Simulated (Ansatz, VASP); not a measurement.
# Mg2NCl: VASP beside Ansatz

File INCAR:

```
SYSTEM = Mg2NCl
  PREC = Accurate
  ENCUT = 520
  EDIFF = 1E-7
  ISMEAR = 0
  SIGMA = 0.01
  LREAL = .False.
  LASPH = .True.
  NELM = 60
  ALGO = Normal
  ISIF = 2
  LWAVE = .False.
  LCHARG = .False.
  GGA = PS
  IVDW = 12
  NBANDS = 16
```

Contents of KPOINTS:

```
regular mesh
0
Gamma
  6 6 6
  0 0 0
```

The input POSCAR:

```
Mg2NCl
1.0
    1.6466125277      0.9506721861      5.9379615109
   -1.6466125277      0.9506721861      5.9379615109
    0.0000000000     -1.9013443722      5.9379615109
Mg N Cl
2 1 1
Direct
    0.2229104120      0.2229104120      0.2229104120
    0.7770895880      0.7770895880      0.7770895880
    0.5000000000      0.5000000000      0.5000000000
    0.0000000000      0.0000000000      0.0000000000
```

Input for Ansatz:

```yaml
crystal:
  lattice:
    - [1.6466125277, 0.9506721861, 5.9379615109]
    - [-1.6466125277, 0.9506721861, 5.9379615109]
    - [0.0, -1.9013443722, 5.9379615109]
  atoms:
    - { symbol: Mg, position: [0.222910412, 0.222910412, 0.222910412] }
    - { symbol: Mg, position: [0.777089588, 0.777089588, 0.777089588] }
    - { symbol: "N", position: [0.5, 0.5, 0.5] }
    - { symbol: Cl, position: [0.0, 0.0, 0.0] }
kpoints:
  mp_grid: { grid: [6, 6, 6] }
hamiltonian:
  xc: pbesol
  dispersion: d3bj
scf:
  occupations: { method: fixed }
  n_extra_bands: 5
output:
  forces: true
  stress: true
  eigenvalues: true
```

Alike in both runs: task single point; functional PBEsol; dispersion D3(BJ); k mesh 6 × 6 × 6; no spin polarisation.

```csv
,VASP,Ansatz
version,VASP 6.6.1,Ansatz 0.2.0
potentials or method,"VASP PAW PBE potentials, release 64 (Mg, N, Cl)",plane waves
plane-wave cutoff (eV),520,420
occupations,"gaussian, width 0.01 eV",fixed
valence electrons in the cell,16,32
```

```tsv
	VASP	Ansatz	Ansatz less VASP
gap on the k mesh at the Fermi level (eV)	2.34	2.36	+0.027
pressure (GPa)	-3.5	-3.3	+0.23
traceless stress, the component that is largest in VASP (GPa)	0.15	0.23	+0.074
rms of the force components (eV/Å)	0.013	0.031	+0.0184
```

VASP's potentials were made for PBE, not for PBEsol. Atom by atom the forces differ by 0.018 eV/Å (rms over components). VASP's potentials hold 16 valence electrons a cell and Ansatz's 32, so a difference there can come from the potentials and not from the codes.
